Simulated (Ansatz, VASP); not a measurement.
**Two plane-wave programs on PtSe3**

File INCAR:

```
PREC = Accurate
ENCUT = 520
EDIFF = 1E-6
ISMEAR = 0
SIGMA = 0.1
LREAL = False
LASPH = True
NELM = 80
ALGO = Normal
ISIF = 2
LWAVE = False
LCHARG = False
GGA = PE
NBANDS = 22
```

Contents of KPOINTS:

```
Automatic mesh
0
Gamma
  4 4 4
```

Contents of POSCAR:

```
PtSe3
1.0
    4.5055850156      0.0000000000      0.0000000000
    0.0000000000      4.5055850156      0.0000000000
    0.0000000000      0.0000000000      4.5055850156
Pt Se
1 3
Direct
    0.0000000000      0.0000000000      0.0000000000
    0.0000000000      0.5000000000      0.5000000000
    0.5000000000      0.0000000000      0.5000000000
    0.5000000000      0.5000000000      0.0000000000
```

Input for Ansatz:

```yaml
crystal:
  lattice:
    - [4.5055850156, 0.0, 0.0]
    - [0.0, 4.5055850156, 0.0]
    - [0.0, 0.0, 4.5055850156]
  atoms:
    - { symbol: Pt, position: [0.0, 0.0, 0.0] }
    - { symbol: Se, position: [0.0, 0.5, 0.5] }
    - { symbol: Se, position: [0.5, 0.0, 0.5] }
    - { symbol: Se, position: [0.5, 0.5, 0.0] }
basis:
  ecutwfc: 420
kpoints:
  mp_grid: { grid: [4, 4, 4] }
hamiltonian:
  xc: pbe
scf:
  occupations: { method: gaussian, width: 0.1 }
  lower_state_search: "off"
output:
  forces: true
  stress: true
  eigenvalues: true
```

Alike in both runs: task single point; functional PBE; k mesh 4 × 4 × 4; occupations gaussian, width 0.1 eV; no spin polarisation.

```csv
,VASP,Ansatz
version,VASP 6.6.1,Ansatz 0.2.0
potentials or method,"VASP PAW PBE potentials, release 64 (Pt, Se), cutoff 520 eV","scalar-relativistic, plane waves, PAW"
valence electrons in the cell,28,66
```

```tsv
	VASP	Ansatz	Ansatz less VASP
gap on the k mesh at the Fermi level (eV)	none	none	-
pressure (GPa)	-10.2	-10.2	+0.05
```

A gap of «none» marks a metal or a gap that the smearing closes. The functional is the same, so the differences come from potentials, cutoffs and numerics. VASP's potentials hold 28 valence electrons a cell and Ansatz's 66, so a difference there can come from the potentials and not from the codes.

Spin-orbit coupling is off throughout.
